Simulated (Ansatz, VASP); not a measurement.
# Sr in VASP and in Ansatz

Contents of INCAR:

```
SYSTEM = Sr
PREC = Accurate ; ENCUT = 520
EDIFF = 1E-6 ; ISMEAR = 0
SIGMA = 0.15 ; LREAL = .False.
LASPH = .True. ; NELM = 60
ALGO = Fast ; ISIF = 2
LWAVE = .False. ; LCHARG = .True.
GGA = PS ; LELF = .True.
LVHAR = .True. ; NBANDS = 17
```

Contents of KPOINTS:

```
regular mesh
0
Gamma
  15 15 8
  0 0 0
```

Contents of POSCAR:

```
Sr
1.0
    4.1807002141      0.0000000000      0.0000000000
   -2.0903501071      3.6205925910      0.0000000000
    0.0000000000      0.0000000000      6.9442500000
Sr
2
Direct
    0.3333333333      0.6666666667      0.2500000000
    0.6666666667      0.3333333333      0.7500000000
```

Input for Ansatz:

```yaml
crystal:
  lattice:
    - [4.1807002141, 0.0, 0.0]
    - [-2.0903501071, 3.620592591, 0.0]
    - [0.0, 0.0, 6.94425]
  atoms:
    - { symbol: Sr, position: [0.3333333333, 0.6666666667, 0.25] }
    - { symbol: Sr, position: [0.6666666667, 0.3333333333, 0.75] }
basis:
  ecutwfc: 420
kpoints:
  mp_grid: { grid: [15, 15, 8] }
hamiltonian:
  xc: pbesol
scf:
  occupations: { method: gaussian, width: 0.15 }
output:
  forces: true
  stress: true
  eigenvalues: true
```

Change from the starting cell: strain -0.030 along x and y, -0.015 along z, atoms carried along.

Alike in both runs: task single point; functional PBEsol; k mesh 15 × 15 × 8; occupations gaussian, width 0.15 eV; no spin polarisation.

|  | VASP | Ansatz |
| --- | --- | --- |
| version | VASP 6.6.1 | Ansatz 0.2.0 |
| potentials or method | VASP PAW PBE potentials, release 64 (Sr_sv), cutoff 520 eV | scalar-relativistic, plane waves, PAW |
| valence electrons in the cell | 20 | 20 |

|  | VASP | Ansatz | Ansatz less VASP |
| --- | --- | --- | --- |
| gap on the k mesh at the Fermi level (eV) | none | none | - |
| pressure (GPa) | 0.0 | 0.0 | -0.01 |
| traceless stress, the component that is largest in VASP (GPa) | -0.19 | -0.18 | +0.002 |

VASP's potentials were made for PBE, not for PBEsol. A gap of «none» marks a metal or a gap that the smearing closes.
